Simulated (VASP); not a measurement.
Write the native input for VASP 6.6.1 that does the following.

```yaml
Task: single point
Functional: PBE
Potentials_or_basis: VASP PAW PBE potentials, release 64 (Zr_sv, Ga_d, Se)
Cutoff: 520 eV
k_mesh: 6 × 6 × 6
Occupations: gaussian, width 0.1 eV
Spin: no spin polarisation
Dipole_correction: no
Further_INCAR_settings: ALGO = Normal; EDIFF = 1e-06; NBANDS = 33
```

The structure of ZrGa2Se2 lies in POSCAR:

```
ZrGa2Se2
1.0
   -2.0309497200      2.0309497200      6.2884391100
    2.0309497200     -2.0309497200      6.2884391100
    2.0309497200      2.0309497200     -6.2884391100
Zr Ga Se
1 2 2
Direct
    0.0000000000      0.0000000000      0.0000000000
    0.7500000000      0.2500000000      0.5000000000
    0.2500000000      0.7500000000      0.5000000000
    0.6570819000      0.6570819000      0.0000000000
    0.3429181000      0.3429181000      0.0000000000
```

The cell was generated, and may not be a known phase.

The input as run:

INCAR

```
SYSTEM = ZrGa2Se2
PREC = Accurate
ENCUT = 520
EDIFF = 1E-6
ISMEAR = 0
SIGMA = 0.1
LREAL = .False.
LASPH = .True.
NELM = 60
ALGO = Normal
ISIF = 2
LWAVE = .False.
LCHARG = .False.
GGA = PE
NBANDS = 33
```

KPOINTS

```
regular mesh
0
Gamma
  6 6 6
  0 0 0
```

Potentials or basis: VASP PAW PBE potentials, release 64 (Zr_sv, Ga_d, Se).

Command:

```console
$ cat potpaw_PBE.64/Zr_sv/POTCAR potpaw_PBE.64/Ga_d/POTCAR potpaw_PBE.64/Se/POTCAR > POTCAR
$ mpirun -np 1 vasp_std > vasp.out
```

Results of the run:

```json
{
  "Pressure": "20.5 GPa",
  "Largest force": "4.879 eV/Å",
  "Band gap on the k mesh": "zero (bands 25 and 26 overlap by 1.37 eV)"
}
```

Caveat: the stress differs along the axes, from 11 to 25 GPa; forces of over 1 eV/Å act on the atoms, so gaps and moduli don't describe the material at rest.

It took 4 min on 1 thread of Intel(R) Xeon(R) Platinum 8488C (Sapphire Rapids), on a shared host, peak memory 0.44 GiB.
